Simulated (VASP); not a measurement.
# TaVBr3 (Pm-3m) in VASP: single point with PBE

Aim: the single point of TaVBr3 with PBE.

Program: VASP 6.6.1. These are calculated values, not measurements. Logs are shortened: lines on timing, memory, paths and dates and some standing lists are left out, and cuts for length are marked.

## 1. The cell of the first run

Symmetry: Pm-3m, No. 221, cubic system. The conventional cell has a = 4.851 Å, b = 4.851 Å, c = 4.851 Å, α = 90.00°, β = 90.00°, γ = 90.00°. Ta (site symmetry m-3m) has 6 Br at 2.43 Å within 3.2 Å. V (site symmetry m-3m) has 12 Br at 3.43 Å and 8 Ta at 4.20 Å within 4.5 Å. Br (site symmetry 4/mmm) has 2 Ta at 2.43 Å within 3.2 Å.

The cell was generated, and may not be a known phase.

## 2. Single point, PBE, collinear spin, ferromagnetic start

Input file INCAR:

```
ALGO = Normal
EDIFF = 1E-6
ENCUT = 500
GGA = PE
GGA_COMPAT = F
ISIF = 2
ISMEAR = 0
ISPIN = 2
LASPH = T
LCHARG = T
LELF = T
LMAXMIX = 4
LORBIT = 11
LREAL = F
LVHAR = T
LWAVE = F
MAGMOM = 0 2 0 0 0
NBANDS = 36
NELM = 200
PREC = Accurate
SIGMA = 0.1
```

Input file KPOINTS:

```
k-points
0
Gamma
  4 4 4
```

Input file POSCAR:

```
TaVBr3
1.0
    4.8505754600      0.0000000000      0.0000000000
    0.0000000000      4.8505754600      0.0000000000
    0.0000000000      0.0000000000      4.8505754600
Ta V Br
1 1 3
Direct
    0.0000000000      0.0000000000      0.0000000000
    0.5000000000      0.5000000000      0.5000000000
    0.0000000000      0.0000000000      0.5000000000
    0.5000000000      0.0000000000      0.0000000000
    0.0000000000      0.5000000000      0.0000000000
```

Potentials or basis: VASP PAW PBE potentials, release 64 (Ta_sv_GW, V_sv, Br).

Run with:

```console
> cat potpaw_PBE.64/Ta_sv_GW/POTCAR potpaw_PBE.64/V_sv/POTCAR potpaw_PBE.64/Br/POTCAR > POTCAR
> mpirun -np 1 vasp_std > vasp.out
```

OUTCAR:

```text
EDIFF = 1E-6
   ENCUT = 500
   GGA = PE
   ISIF = 2
   ISMEAR = 0
   ISPIN = 2
   LASPH = T
   LORBIT = 11
   LREAL = F
   NELM = 200
   PREC = Accurate

 ion  position               nearest neighbor table
   1  0.000  0.000  0.000-   3 2.43   4 2.43   5 2.43   3 2.43   5 2.43   4 2.43
   2  0.500  0.500  0.500-
   3  0.000  0.000  0.500-   1 2.43   1 2.43
   4  0.500  0.000  0.000-   1 2.43   1 2.43
   5  0.000  0.500  0.000-   1 2.43   1 2.43

  LATTYP: Found a simple cubic cell.
 ALAT       =     4.8505754600

  Lattice vectors:

 A1 = (   4.8505754600,   0.0000000000,   0.0000000000)
 A2 = (   0.0000000000,   4.8505754600,   0.0000000000)
 A3 = (   0.0000000000,   0.0000000000,   4.8505754600)

Analysis of symmetry for initial positions (statically):
=====================================================================
 Subroutine PRICEL returns:
 Original cell was already a primitive cell.

 Routine SETGRP: Setting up the symmetry group for a
 simple cubic supercell.

 Subroutine GETGRP returns: Found 48 space group operations
 (whereof 48 operations were pure point group operations)
 out of a pool of 48 trial point group operations.

The static configuration has the point symmetry O_h .

Analysis of symmetry for dynamics (positions and initial velocities):
=====================================================================
 Subroutine PRICEL returns:
 Original cell was already a primitive cell.

 Routine SETGRP: Setting up the symmetry group for a
 simple cubic supercell.

 Subroutine GETGRP returns: Found 48 space group operations
 (whereof 48 operations were pure point group operations)
 out of a pool of 48 trial point group operations.

The dynamic configuration has the point symmetry O_h .

Analysis of structural, dynamic, and magnetic symmetry:
=====================================================================
 Subroutine PRICEL returns:
 Original cell was already a primitive cell.

 Routine SETGRP: Setting up the symmetry group for a
 simple cubic supercell.

 Subroutine GETGRP returns: Found 48 space group operations
 (whereof 48 operations were pure point group operations)
 out of a pool of 48 trial point group operations.

The overall configuration has the point symmetry O_h .

 Subroutine INISYM returns: Found 48 space group operations
 (whereof 48 operations are pure point group operations),
 and found     1 'primitive' translations

----------------------------------------------------------------------------------------

                                     Primitive cell

  volume of cell :     114.1247

  direct lattice vectors                    reciprocal lattice vectors
     4.850575460  0.000000000  0.000000000     0.206161106  0.000000000  0.000000000
     0.000000000  4.850575460  0.000000000     0.000000000  0.206161106  0.000000000
     0.000000000  0.000000000  4.850575460     0.000000000  0.000000000  0.206161106

  length of vectors
     4.850575460  4.850575460  4.850575460     0.206161106  0.206161106  0.206161106

  position of ions in fractional coordinates (direct lattice)
     0.000000000  0.000000000  0.000000000
     0.500000000  0.500000000  0.500000000
     0.000000000  0.000000000  0.500000000
     0.500000000  0.000000000  0.000000000
     0.000000000  0.500000000  0.000000000

  ion indices of the primitive-cell ions
   primitive index   ion index
                 1           1
                 2           2
                 3           3
                 4           4
                 5           5

----------------------------------------------------------------------------------------

 KPOINTS: k-points

Automatic generation of k-mesh.
 Grid dimensions read from file:
 generate k-points for:    4    4    4

 Generating k-lattice:

  Cartesian coordinates                     Fractional coordinates (reciprocal lattice)
     0.051540276  0.000000000  0.000000000     0.250000000  0.000000000  0.000000000
     0.000000000  0.051540276  0.000000000     0.000000000  0.250000000  0.000000000
     0.000000000  0.000000000  0.051540276     0.000000000  0.000000000  0.250000000

  Length of vectors
     0.051540276  0.051540276  0.051540276

  Shift w.r.t. Gamma in fractional coordinates (k-lattice)
     0.000000000  0.000000000  0.000000000

 Subroutine IBZKPT returns following result:
 ===========================================

 Found     10 irreducible k-points:

 Following reciprocal coordinates:
            Coordinates               Weight
  0.000000  0.000000  0.000000      1.000000
  0.250000  0.000000  0.000000      6.000000
  0.500000  0.000000  0.000000      3.000000
  0.250000  0.250000  0.000000     12.000000
  0.500000  0.250000  0.000000     12.000000
  0.500000  0.500000  0.000000      3.000000
  0.250000  0.250000  0.250000      8.000000
  0.500000  0.250000  0.250000     12.000000
  0.500000  0.500000  0.250000      6.000000
  0.500000  0.500000  0.500000      1.000000
   k-points           NKPTS =     10   k-points in BZ     NKDIM =     10   number of bands    NBANDS=     36
   number of dos      NEDOS =    301   number of ions     NIONS =      5
   total plane-waves  NPLWV =  46656
   dimension x,y,z NGX =    36 NGY =   36 NGZ =   36
   dimension x,y,z NGXF=    72 NGYF=   72 NGZF=   72
   ions per type =               1   1   3
   NGX,Y,Z   is equivalent  to a cutoff of  12.34, 12.34, 12.34 a.u.
   NGXF,Y,Z  is equivalent  to a cutoff of  24.68, 24.68, 24.68 a.u.
 SYSTEM =  unknown system
   PREC   = accura    normal or accurate (medium, high low for compatibility)
   ISTART =      0    job   : 0-new  1-cont  2-samecut
   ICHARG =      2    charge: 1-file 2-atom 10-const
   ISPIN  =      2    spin polarized calculation?
   LNONCOLLINEAR =      F non collinear calculations
   LSORBIT =      F    spin-orbit coupling
   LASPH  =      T    aspherical Exc in radial PAW
   ENCUT  =  500.0 eV  36.75 Ry    6.06 a.u.   8.84  8.84  8.84*2*pi/ulx,y,z
   NELM   =    200;   NELMIN=  2; NELMDL= -5     # of ELM steps
   EDIFF  = 0.1E-05   stopping-criterion for ELM
   LREAL  =      F    real-space projection
   EDIFFG = 0.1E-04   stopping-criterion for IOM
   NSW    =      0    number of steps for IOM
   IBRION =     -1    ionic relax: 0-MD 1-quasi-New 2-CG
   NFREE  =      0    steps in history (QN), initial steepest desc. (CG)
   ISIF   =      2    stress and relaxation
   ISYM   =      2    0-nonsym 1-usesym 2-fastsym
   POTIM  = 0.5000    time-step for ionic-motion
   TEBEG  =    0.0;   TEEND  =   0.0 temperature during run
   PSTRESS=    0.0 pullay stress
   NELECT =      47.0000    total number of electrons
   NUPDOWN=      -1.0000    fix difference up-down
   EMIN   =  10.00;   EMAX   =-10.00  energy-range for DOS
   EFERMI =   0.00;   METHOD = LEGACY
   ISMEAR =     0;   SIGMA  =   0.10  broadening in eV -4-tet -1-fermi 0-gaus
   EFERMI_NEDOS =   21; number of points for ismear=-14 and -15
   IALGO  =     38    algorithm
   IMIX   =      4    mixing-type and parameters
     AMIX     =   0.40;   BMIX     =  1.00
     AMIX_MAG =   1.60;   BMIX_MAG =  1.00
  volume/ion in A,a.u.               =      22.82       154.03
  Fermi-wavevector in a.u.,A,eV,Ry     =   1.218001  2.301687 20.184591  1.483526
  Thomas-Fermi vector in A             =   2.353302
   LORBIT       =     11    0 simple, 1 ext, 2 COOP (PROOUT), +10 PAW based schemes
   GGA     = PE    functional components
   LHFCALC =     F    Hartree Fock is set to
   AEXX    =    0.0000 exact exchange contribution
   IVDW    =     0    specifies the selected vdW correction
   LEPSILON=     F    determine dielectric tensor
   LRPA    =     F    only Hartree local field effects (RPA)
 spin polarized calculation
 Gauss-broadening in eV      SIGMA  =   0.10
  energy-cutoff  :      500.00
  volume of cell :      114.12
 maximum number of plane-waves:      2945
 NGX is ok and might be reduce to    36
   NGX = 17   NGY = 17   NGZ = 17

 number of electron      46.9999964 magnetization       3.7053992

 Free energy of the ion-electron system (eV)
  ---------------------------------------------------
  ext. energy  EPLUGINS =         0.00000000
  ---------------------------------------------------
  free energy    TOTEN  =       -24.45669794 eV

  energy without entropy =      -24.42233991  energy(sigma->0) =      -24.43951892

 E-fermi :   6.5712     XC(G=0): -10.0101

 val. band max:        6.5439011683   @ k =   0.2500   0.2500   0.0000
 cond. band min:       6.5840480146   @ k =   0.2500   0.2500   0.2500
 fundamental gap:      0.0401468463
 Fermi energy:         6.5712238237

 spin component 1

 k-point     1 :       0.0000    0.0000    0.0000
  band No.  band energies     occupation
      1     -62.2466      1.00000
      2     -58.0287      1.00000
      3     -31.9768      1.00000
      4     -31.9768      1.00000
      5     -31.9768      1.00000
      6     -28.9070      1.00000
[... 369 lines left out ...]
     34      12.5388      0.00000
     35      12.5388      0.00000
 Fermi energy:         6.5712238237

 spin component 2

 k-point     1 :       0.0000    0.0000    0.0000
  band No.  band energies     occupation
      1     -62.3975      1.00000
      2     -54.8740      1.00000
      3     -29.1185      1.00000
      4     -29.1185      1.00000
      5     -29.1185      1.00000
      6     -28.8349      1.00000
[... 369 lines left out ...]
     34      13.8057      0.00000
     35      13.8058      0.00000
 [bands above 35 left out]

------------------------ aborting loop because EDIFF is reached ----------------------------------------

  FORCE on cell =-STRESS in cart. coord.  units (eV):
  Direction    XX          YY          ZZ          XY          YZ          ZX
  --------------------------------------------------------------------------------------
  -------------------------------------------------------------------------------------
  Total       10.1146445     10.1146445     10.1146445      0.0000000      0.0000000     -0.0000000
  in kB      141.9977330    141.9977330    141.9977330      0.0000000      0.0000000     -0.0000000
  external PRESSURE =     141.9977330 kB  Pullay stress =       0.0000000 kB

 VOLUME and BASIS-vectors are now :
 -----------------------------------------------------------------------------
  energy-cutoff  :      500.00
  volume of cell :      114.12
      direct lattice vectors                 reciprocal lattice vectors
     4.850575460  0.000000000  0.000000000     0.206161106  0.000000000  0.000000000
     0.000000000  4.850575460  0.000000000     0.000000000  0.206161106  0.000000000
     0.000000000  0.000000000  4.850575460     0.000000000  0.000000000  0.206161106

 POSITION                                       TOTAL-FORCE (eV/Angst)
 -----------------------------------------------------------------------------------
      0.00000      0.00000      0.00000         0.000000      0.000000      0.000000
      2.42529      2.42529      2.42529         0.000000      0.000000      0.000000
      0.00000      0.00000      2.42529         0.000000      0.000000      0.000000
      2.42529      0.00000      0.00000         0.000000      0.000000      0.000000
      0.00000      2.42529      0.00000         0.000000      0.000000      0.000000
 -----------------------------------------------------------------------------------
    total drift:                                0.000000      0.000000      0.000000

  FREE ENERGIE OF THE ION-ELECTRON SYSTEM (eV)
  ---------------------------------------------------
  free  energy   TOTEN  =       -24.4566979384 eV

  energy  without entropy=      -24.4223399086  energy(sigma->0) =      -24.43951892

 total charge

# of ion       s       p       d       f       tot
--------------------------------------------------
    1        3.093   6.019   2.639   0.096  11.848
    2        2.146   5.983   3.225   0.000  11.354
    3        1.612   3.296   0.084   0.000   4.993
    4        1.612   3.296   0.084   0.000   4.993
    5        1.612   3.296   0.084   0.000   4.993
--------------------------------------------------
tot         10.076  21.890   6.118   0.096  38.180

 magnetization (x)

# of ion       s       p       d       f       tot
--------------------------------------------------
    1        0.014  -0.000  -0.332  -0.002  -0.320
    2        0.115   0.013   3.160   0.000   3.287
    3        0.005  -0.017   0.000   0.000  -0.012
    4        0.005  -0.017   0.000   0.000  -0.012
    5        0.005  -0.017   0.000   0.000  -0.012
--------------------------------------------------
tot          0.142  -0.039   2.829  -0.002   2.931
```

Wall time 1.9 min (1 thread of AMD EPYC 7R43 (Zen 3), shared host); peak memory 0.25 GiB.

What came out:

```
Free energy                                           : -24.4567 eV
Pressure                                              : 14.2 GPa
Net moment                                            : 3.71 μB per cell
Site moments                                          : Ta -0.32; V +3.29; Br -0.01 μB
Valence electrons inside the program's atomic spheres : Ta 11.85; V 11.35; Br 4.99
```

Levels at points of the mesh, in eV from the Fermi level:
Spin up:
| k point | band 21 | band 22 | band 23 | band 24 | band 25 | band 26 | band 27 | band 28 | band 29 | band 30 |
| --- | --- | --- | --- | --- | --- | --- | --- | --- | --- | --- |
| (0.00, 0.00, 0.00) | -1.80 | -1.80 | -1.80 | -1.57 | -0.86 | -0.86 | -0.11 | -0.11 | -0.11 | 0.95 |
| (0.50, 0.00, 0.00) | -1.54 | -0.44 | -0.41 | -0.18 | 0.11 | 0.11 | 0.90 | 0.95 | 0.95 | 1.19 |
| (0.50, 0.50, 0.00) | -0.50 | -0.29 | -0.13 | 0.03 | 0.03 | 0.46 | 1.03 | 1.03 | 1.28 | 2.37 |
| (0.50, 0.50, 0.50) | -1.29 | -0.39 | -0.39 | -0.39 | -0.31 | -0.31 | 1.60 | 1.60 | 1.60 | 4.69 |
Spin down:
| k point | band 17 | band 18 | band 19 | band 20 | band 21 | band 22 | band 23 | band 24 | band 25 | band 26 |
| --- | --- | --- | --- | --- | --- | --- | --- | --- | --- | --- |
| (0.00, 0.00, 0.00) | -4.62 | -3.97 | -3.97 | -3.97 | -1.95 | -1.95 | -1.95 | -0.10 | 0.67 | 0.67 |
| (0.50, 0.00, 0.00) | -6.01 | -5.06 | -4.20 | -4.20 | -1.84 | 0.67 | 0.67 | 0.77 | 1.45 | 2.18 |
| (0.50, 0.50, 0.00) | -5.79 | -5.44 | -5.44 | -3.36 | 0.68 | 0.68 | 1.07 | 1.15 | 2.22 | 2.46 |
| (0.50, 0.50, 0.50) | -7.54 | -3.32 | -3.32 | -3.32 | 0.26 | 1.42 | 1.42 | 1.42 | 2.03 | 2.03 |

Caveat: the cell stands under pressure; spin-orbit coupling is left out, which moves the levels of the heavy elements; semilocal functionals often make such compounds metallic where correlation or magnetic order opens a gap, which also shifts bond lengths.
